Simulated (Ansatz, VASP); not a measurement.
# H12C3N4: VASP beside Ansatz

```
C N H
1.0
     8.40045    0.00000    0.00000
     0.00000    8.40045    0.00000
     0.00000    0.00000    8.40045
C N H
6 8 24
Direct
  0.85588 0.41048 0.03156
  0.79051 0.38591 0.18938
  0.50555 0.71485 0.13179
  0.35611 0.63332 0.16062
  0.89951 0.69838 0.52357
  0.04890 0.65434 0.59721
  0.73633 0.36925 0.31580
  0.23579 0.56868 0.18223
  0.16898 0.61915 0.65651
  0.41690 0.92139 0.69870
  0.19322 0.18322 0.29626
  0.97375 0.88970 0.17810
  0.52299 0.43598 0.76555
  0.08057 0.20226 0.74611
  0.94032 0.51039 0.03474
  0.92070 0.30487 0.98887
  0.75913 0.43714 0.94687
  0.58909 0.69334 0.22988
  0.55831 0.66973 0.02086
  0.48501 0.84346 0.12032
  0.82878 0.77071 0.60646
  0.92036 0.76736 0.41304
  0.83215 0.59041 0.49284
  0.51651 0.88379 0.75921
  0.34718 0.82169 0.68483
  0.45609 0.95012 0.58689
  0.17103 0.29756 0.25970
  0.19543 0.18851 0.41797
  0.30831 0.16196 0.26282
  0.03847 0.98794 0.21434
  0.05542 0.80427 0.14836
  0.92078 0.92228 0.07352
  0.57835 0.38806 0.66808
  0.47163 0.34172 0.82305
  0.42961 0.50112 0.72172
  0.01237 0.18285 0.64720
  0.13371 0.31065 0.72959
  0.16965 0.11882 0.74541
```

Alike in both runs: functional PBE; k mesh 1 × 1 × 1; occupations fermi-dirac, width 0.02 eV; no spin polarisation.

Ansatz relaxed the structure, and its values are those at the end. VASP's run is a single point on that final structure, the one shown.

|  | VASP | Ansatz |
| --- | --- | --- |
| version | VASP 6.6.1 | Ansatz 0.2.0 |
| potentials or method | VASP PAW PBE potentials, release 64 (C_h, N_h, H_h), cutoff 910 eV | scalar-relativistic, plane waves, PAW |
| valence electrons in the cell | 88 | 88 |

Ansatz gave:

```
gap on the k mesh at the Fermi level (eV) : 3.96
rms of the force components (eV/Å)        : 0.035
```

**Question.** Which values does VASP return?

**Answer.** gap on the k mesh at the Fermi level (eV): 3.96; rms of the force components (eV/Å): 0.036.

Ansatz's warnings: xc potential rough in thin density.

Noted on VASP's run: the cutoff is short for stress, so the pressure is rough.
